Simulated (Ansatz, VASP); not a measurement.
# Two plane-wave programs on Pb

File POSCAR:

```
Pb
1.0
    0.0000000000      2.4946408835      2.4946408835
    2.4946408835      0.0000000000      2.4946408835
    2.4946408835      2.4946408835      0.0000000000
Pb
1
Direct
    0.0000000000      0.0000000000      0.0000000000
```

The input INCAR.step1:

```
SYSTEM = Pb
ALGO = Normal
EDIFF = 1E-4
ENCUT = 520
GGA = PE
ISMEAR = -1
LASPH = .True.
LCHARG = .False.
LREAL = .False.
LWAVE = .True.
NBANDS = 13
NELM = 80
PREC = Accurate
SIGMA = 0.2
```

File INCAR.step2:

```
SYSTEM = Pb
ALGO = Normal
EDIFF = 1E-6
ENCUT = 520
ISIF = 2
ISMEAR = -1
ISTART = 1
LASPH = .True.
LCHARG = .True.
LELF = .True.
LMIXTAU = .True.
LREAL = .False.
LVHAR = .True.
LWAVE = .False.
METAGGA = R2SCAN
NBANDS = 13
NELM = 80
PREC = Accurate
SIGMA = 0.2
```

File KPOINTS:

```
k-points
0
Gamma
  11 11 11
  0 0 0
```

Input for Ansatz:

```yaml
crystal:
  lattice:
    - [0.0, 2.4946408835, 2.4946408835]
    - [2.4946408835, 0.0, 2.4946408835]
    - [2.4946408835, 2.4946408835, 0.0]
  atoms:
    - { symbol: Pb, position: [0.0, 0.0, 0.0] }
hamiltonian:
  xc: r2scan
  pseudopotentials:
    kind: paw
    azcp:
      Pb: "pseudopotentials/Pb.paw.azcp"
basis:
  ecutwfc: 500
  fft_grid_basis: typed
kpoints:
  mp_grid: { grid: [11, 11, 11], shift: [0, 0, 0] }
magnetization:
  spin_polarized: false
scf:
  occupations: { method: fermi_dirac, width: 0.2 }
  lower_state_search: "off"
output:
  stress: true
```

Alike in both runs: task single point; functional r2SCAN; k mesh 11 × 11 × 11; occupations fermi-dirac, width 0.2 eV; no spin polarisation.

|  | VASP | Ansatz |
| --- | --- | --- |
| version | VASP 6.6.1 | Ansatz 0.2.0 |
| potentials or method | VASP PAW PBE potentials, release 64 (Pb_d), cutoff 520 eV | plane waves (500 eV) with PAW, scalar-relativistic |
| valence electrons in the cell | 14 | 14 |

```csv
,VASP,Ansatz,Ansatz less VASP
pressure (GPa),0.2,0.2,+0.01
```

VASP's potentials were made for PBE, not for r2SCAN. The functional is the same, so the differences come from potentials, cutoffs and numerics.

Spin-orbit coupling is off throughout.
